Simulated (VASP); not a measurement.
Runs of VASP 6.6.1 on Si3Sn. The structure is that of space group P-4m2 (No. 115), or close to it. The cells are those of the table. 

| level | cell | gap on the mesh (eV) | pressure (GPa) | largest force (eV/Å) |
| --- | --- | --- | --- | --- |
| r2SCAN | a = 3.997, b = 3.997, c = 5.691 Å, 4 atoms | (a) | 2.4 | 0.05 |
| PBE | a = 4.065, b = 4.065, c = 5.784 Å, 4 atoms | 0.24 | (b) | 0.01 |
| r2SCAN | a = 4.117, b = 4.117, c = 5.861 Å, 4 atoms | 0.49 | -4.2 | 0.06 |
| PBE | a = 4.145, b = 4.145, c = 5.897 Å, 4 atoms | 0.33 | (c) | 0.06 |
| r2SCAN | a = 4.078, b = 4.078, c = 5.806 Å, 4 atoms | 0.45 | -2.3 | 0.03 |

Alike in all rows: task single point; potentials or basis VASP PAW PBE potentials, release 64 (Si, Sn_d); no spin polarisation; k mesh 6 × 6 × 4; cutoff (eV) 520; smearing gaussian 0.01 eV.

Task: Fill in the values left out.

Result: (a) 0.35; (b) -0.1; (c) -3.7.

Caveats: spin-orbit coupling is left out, which moves the levels of the heavy elements; the PAW data sets were made with another functional, which shifts forces and pressure a little (at least some runs); the cell stands under tension (at least some runs).

A k mesh can miss the band edges, and the runs leave out spin-orbit coupling on Sn.
